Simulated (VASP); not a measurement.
Runs of VASP 6.6.1 on Yb. The structure is that of space group Fm-3m (No. 225), or close to it. The cells are those of the table. 

| level | potentials or basis | U | cell | smearing | gap on the mesh (eV) | pressure (GPa) | moment (μB) |
| --- | --- | --- | --- | --- | --- | --- | --- |
| revPBE+U | VASP PAW PBE potentials, release 64 (Yb) | Yb f U = 4.0 eV | a = 3.879 Å, angles 60.0°, 1 atom | methfessel-paxton 0.1 eV | none | (a) | 0.00 |
| PBE | VASP PAW PBE potentials, release 64 (Yb) | - | a = 3.853 Å, angles 60.0°, 1 atom | fermi-dirac 0.05 eV | none | 1.9 | 0.00 |
| BLYP | VASP PAW PBE potentials, release 64 (Yb_2), 4f in core | - | a = 3.879 Å, angles 60.0°, 1 atom | tetrahedron | - | 0.1 | 0.00 |
| LDA | VASP PAW PBE potentials, release 64 (Yb_2), 4f in core | - | a = 3.331 Å, angles 60.0°, 1 atom | gaussian 0.05 eV | none | (b) | 0.00 |
| LDA | VASP PAW PBE potentials, release 64 (Yb) | - | a = 3.879 Å, angles 60.0°, 1 atom | fermi-dirac 0.05 eV | none | -6.3 | 0.00 |
| PBE | VASP PAW PBE potentials, release 64 (Yb) | - | a = 3.955 Å, angles 60.0°, 1 atom | fermi-dirac 0.05 eV | none | 1.6 | 0.00 |
| PBEsol | VASP PAW PBE potentials, release 64 (Yb) | - | a = 3.800 Å, angles 60.0°, 1 atom | fermi-dirac 0.05 eV | - | -1.4 | 0.00 |
| PBEsol | VASP PAW PBE potentials, release 64 (Yb) | - | a = 3.879 Å, angles 60.0°, 1 atom | fermi-dirac 0.05 eV | none | -5.0 | 0.00 |

Alike in all rows: task single point; spin collinear, ferromagnetic start; k mesh 8 × 8 × 8; cutoff (eV) 520.

**Question.** Fill in the values left out.

**Answer.** (a) -0.1; (b) 6.6.

Caveats: spin-orbit coupling is left out, which moves the levels of the heavy elements; the PAW data sets were made with another functional, which shifts forces and pressure a little (at least some runs); the 4f electrons are frozen in the core, so they carry no moment and show no levels (at least some runs); the cell stands under tension (at least some runs); tetrahedron occupations give inexact forces and stress in metals (at least some runs); the cell stands under pressure (at least some runs).

A k mesh can miss the band edges, and the runs leave out spin-orbit coupling on Yb.

A gap of «none» marks levels without a gap at the run's occupations.

The runs don't all hold the same shells in valence.
